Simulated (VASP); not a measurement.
Wanted: the native input for a VASP 6.6.1 run.

```
Task                   : single point
Functional             : PBE
Potentials or basis    : VASP PAW PBE potentials, release 64 (Mg, B)
Cutoff                 : 520 eV
k mesh                 : 15 × 15 × 12
Occupations            : gaussian, width 0.1 eV
Spin                   : no spin polarisation
Dipole correction      : no
Further INCAR settings : ALGO = Normal; EDIFF = 1e-06; NBANDS = 11
```

The structure of MgB2 lies in POSCAR:

```
MgB2
1.0
    3.0266753541      0.0000000000      0.0000000000
   -1.5133376771      2.6211777457      0.0000000000
    0.0000000000      0.0000000000      3.5410914627
Mg B
1 2
Direct
    0.0000000000      0.0000000000      0.0000000000
    0.6666666667      0.3333333333      0.5000000000
    0.3333333333      0.6666666667      0.5000000000
```

This cell differs from its parent crystal: biaxial strain in the a-b plane: -1.5 %, then relaxed in part.

The input as run:

INCAR

```
PREC = Accurate ; ENCUT = 520
EDIFF = 1E-6 ; ISMEAR = 0
SIGMA = 0.1 ; LREAL = False
LASPH = True ; NELM = 80
ALGO = Normal ; ISIF = 2
LWAVE = False ; LCHARG = False
GGA = PE ; NBANDS = 11
```

KPOINTS

```
regular mesh
0
Gamma
  15 15 12
```

Potentials or basis: VASP PAW PBE potentials, release 64 (Mg, B).

Run with:

```sh
$ cat potpaw_PBE.64/Mg/POTCAR potpaw_PBE.64/B/POTCAR > POTCAR
$ mpirun -np 1 vasp_std > vasp.out
```

Results of the run:

The pressure is 5.0 GPa and the band gap on the k mesh is zero (band 4 reaches 7.22 eV, above the bottom of band 5 at 3.49 eV).

Caveat: the cell differs from its parent crystal (biaxial strain in the a-b plane: -1.5 %, then relaxed in part).

Run time: 24 s on 1 thread of Intel(R) Xeon(R) 6975P-C (Granite Rapids), with other jobs on the host, peak memory 0.19 GiB.
